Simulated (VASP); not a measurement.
**Pt: single point with PBE**

The system is Pt.

```
CELL_PARAMETERS angstrom
0.00000 2.89181 2.89181
2.89181 0.00000 2.89181
2.89181 2.89181 0.00000
ATOMIC_POSITIONS crystal
Pt 0.00000 0.00000 0.00000
Pt 0.25000 0.25000 0.25000
```

```yaml
Program: VASP 6.6.1
Task: single point
Functional: PBE
Potentials_or_basis: VASP PAW PBE potentials, release 64 (Pt)
Cutoff: 520 eV
k_mesh: 8 × 8 × 8
Occupations: fermi-dirac, width 0.136057 eV
Spin: no spin polarisation
```

```yaml
Pressure: -0.4 GPa
Band_gap_on_the_k_mesh: zero (band 10 reaches 5.17 eV, above the bottom of band 11 at 4.57 eV)
```

Levels at points of the mesh, in eV from the Fermi level:
```csv
k point,band 6,band 7,band 8,band 9,band 10,band 11,band 12,band 13,band 14,band 15
"(0.00, 0.00, 0.00)",-4.25,-1.82,-1.82,-1.82,-0.09,-0.09,10.39,10.55,11.49,11.49
"(0.50, 0.00, 0.00)",-4.07,-1.34,-1.34,-1.27,-0.41,-0.41,0.73,7.91,7.91,9.93
"(0.50, 0.50, 0.00)",-3.30,-2.41,-2.41,-0.16,-0.16,1.27,1.27,3.91,3.91,9.32
```

It took 9.9 s on 1 thread of Intel(R) Xeon(R) 6975P-C (Granite Rapids) (shared host), peak memory 0.17 GiB.

Caveat: spin-orbit coupling is left out, which moves the levels of the heavy elements.
